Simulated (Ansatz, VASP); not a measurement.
# CsH: VASP beside Ansatz

```
CELL_PARAMETERS angstrom
0.00000 3.05112 3.05112
3.05112 0.00000 3.05112
3.05112 3.05112 0.00000
ATOMIC_POSITIONS crystal
Cs 0.00000 0.00000 0.00000
H 0.50000 0.50000 0.50000
```

Alike in both runs: task single point; functional LDA; k mesh 8 × 8 × 8; occupations gaussian, width 0.02 eV; no spin polarisation.

```csv
,VASP,Ansatz
version,VASP 6.6.1,Ansatz 0.2.0
potentials or method,"VASP PAW LDA potentials, release 64 (Cs_sv, H), cutoff 520 eV","scalar-relativistic, plane waves, PAW"
valence electrons in the cell,10,10
```

```csv
,VASP,Ansatz,Ansatz less VASP
gap on the k mesh at the Fermi level (eV),1.73,1.75,+0.027
least direct gap on the mesh (eV),1.73,1.75,+0.027
```

LDA's correlation is that of Perdew and Zunger in VASP and of Perdew and Wang (1992) in Ansatz.

Spin-orbit coupling is off throughout.
